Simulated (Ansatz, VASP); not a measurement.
## Bi: VASP beside Ansatz

File INCAR:

```
  ALGO = Fast
  EDIFF = 1E-6
  ENCUT = 520
  GGA = PS
  ISIF = 2
  ISMEAR = 0
  IVDW = 12
  LASPH = T
  LCHARG = T
  LELF = T
  LREAL = F
  LVHAR = T
  LWAVE = F
  NBANDS = 14
  NELM = 100
  PREC = Accurate
  SIGMA = 0.15
```

File KPOINTS:

```
k-points
0
Gamma
  18 18 18
```

Contents of POSCAR:

```
Bi
1.0
   -1.8978738914      1.8978738914      1.8978738914
    1.8978738914     -1.8978738914      1.8978738914
    1.8978738914      1.8978738914     -1.8978738914
Bi
1
Direct
    0.0000000000      0.0000000000      0.0000000000
```

Input for Ansatz:

```yaml
crystal:
  lattice:
    - [-1.8978738914, 1.8978738914, 1.8978738914]
    - [1.8978738914, -1.8978738914, 1.8978738914]
    - [1.8978738914, 1.8978738914, -1.8978738914]
  atoms:
    - { symbol: Bi, position: [0.0, 0.0, 0.0] }
basis:
  ecutwfc: 420
kpoints:
  mp_grid: { grid: [18, 18, 18] }
hamiltonian:
  xc: pbesol
  pseudopotentials: { kind: paw }
  dispersion: d3bj
scf:
  occupations: { method: gaussian, width: 0.15 }
output:
  forces: true
  stress: true
  eigenvalues: true
```

Alike in both runs: task single point; functional PBEsol; dispersion D3(BJ); k mesh 18 × 18 × 18; occupations gaussian, width 0.15 eV; no spin polarisation.

|  | VASP | Ansatz |
| --- | --- | --- |
| version | VASP 6.6.1 | Ansatz 0.2.0 |
| potentials or method | VASP PAW PBE potentials, release 64 (Bi_d), cutoff 520 eV | scalar-relativistic, plane waves, PAW |
| valence electrons in the cell | 15 | 15 |

```tsv
	VASP	Ansatz	Ansatz less VASP
gap on the k mesh at the Fermi level (eV)	none	none	-
pressure (GPa)	3.2	3.2	+0.02
```

VASP's potentials were made for PBE, not for PBEsol. A gap of «none» marks a metal or a gap that the smearing closes.

Spin-orbit coupling is off throughout.
